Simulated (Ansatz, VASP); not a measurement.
## KTaO3: VASP beside Ansatz

```
K Ta O
1.0
     3.91324    0.00000    0.00000
     0.00000    3.91324    0.00000
     0.00000    0.00000    3.91324
K Ta O
1 1 3
Direct
  0.50000 0.50000 0.50000
  0.00000 0.00000 0.00000
  0.50000 0.00000 0.00000
  0.00000 0.50000 0.00000
  0.00000 0.00000 0.50000
```

Alike in both runs: task single point; functional PBEsol; k mesh 8 × 8 × 8; occupations gaussian, width 0.05 eV; no spin polarisation.

```csv
,VASP,Ansatz
version,VASP 6.6.1,Ansatz 0.2.0
potentials or method,"VASP PAW PBE potentials, release 64 (K_sv, Ta_pv, O), cutoff 520 eV","scalar-relativistic, plane waves, PAW"
valence electrons in the cell,38,40
```

|  | VASP | Ansatz | Ansatz less VASP |
| --- | --- | --- | --- |
| gap on the k mesh at the Fermi level (eV) | 2.20 | 2.25 | +0.051 |
| least direct gap on the mesh (eV) | 2.78 | 2.82 | +0.036 |
| pressure (GPa) | 13.6 | 12.5 | -1.01 |

VASP's potentials were made for PBE, not for PBEsol. The functional is the same, so the differences come from potentials, cutoffs and numerics. VASP's potentials hold 38 valence electrons a cell and Ansatz's 40, so a difference there can come from the potentials and not from the codes.

Neither program's run includes spin-orbit coupling.
